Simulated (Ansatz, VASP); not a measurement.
# Sb: VASP beside Ansatz

File INCAR:

```
PREC = Accurate
ENCUT = 520
EDIFF = 1E-6
ISMEAR = 0
SIGMA = 0.1
LREAL = F
LASPH = T
NELM = 100
ALGO = Normal
ISIF = 2
LWAVE = F
LCHARG = T
GGA = PE
LELF = T
LVHAR = T
NBANDS = 8
```

The input KPOINTS:

```
regular mesh
0
Gamma
  18 18 18
```

File POSCAR:

```
Sb
1.0
    3.0782199925      0.0000000000      0.0000000000
    0.0000000000      3.0782199925      0.0000000000
    0.0000000000      0.0000000000      3.0782199925
Sb
1
Direct
    0.5000000000      0.5000000000      0.5000000000
```

Input for Ansatz:

```yaml
crystal:
  lattice:
    - [3.0782199925, 0.0, 0.0]
    - [0.0, 3.0782199925, 0.0]
    - [0.0, 0.0, 3.0782199925]
  atoms:
    - { symbol: Sb, position: [0.5, 0.5, 0.5] }
basis:
  ecutwfc: 420
kpoints:
  mp_grid: { grid: [18, 18, 18] }
hamiltonian:
  xc: pbe
scf:
  occupations: { method: gaussian, width: 0.1 }
output:
  forces: true
  stress: true
  eigenvalues: true
```

Alike in both runs: task single point; functional PBE; k mesh 18 × 18 × 18; occupations gaussian, width 0.1 eV; no spin polarisation.

|  | VASP | Ansatz |
| --- | --- | --- |
| version | VASP 6.6.1 | Ansatz 0.2.0 |
| potentials or method | VASP PAW PBE potentials, release 64 (Sb), cutoff 520 eV | scalar-relativistic, plane waves, PAW |
| valence electrons in the cell | 5 | 15 |

```tsv
	VASP	Ansatz	Ansatz less VASP
gap on the k mesh at the Fermi level (eV)	none	none	-
pressure (GPa)	1.8	1.8	+0.01
```

A gap of «none» marks a metal or a gap that the smearing closes. With one functional, cell and mesh, what is left measures potentials, basis and numerics. VASP's potentials hold 5 valence electrons a cell and Ansatz's 15, so a difference there can come from the potentials and not from the codes.

Neither program's run includes spin-orbit coupling.
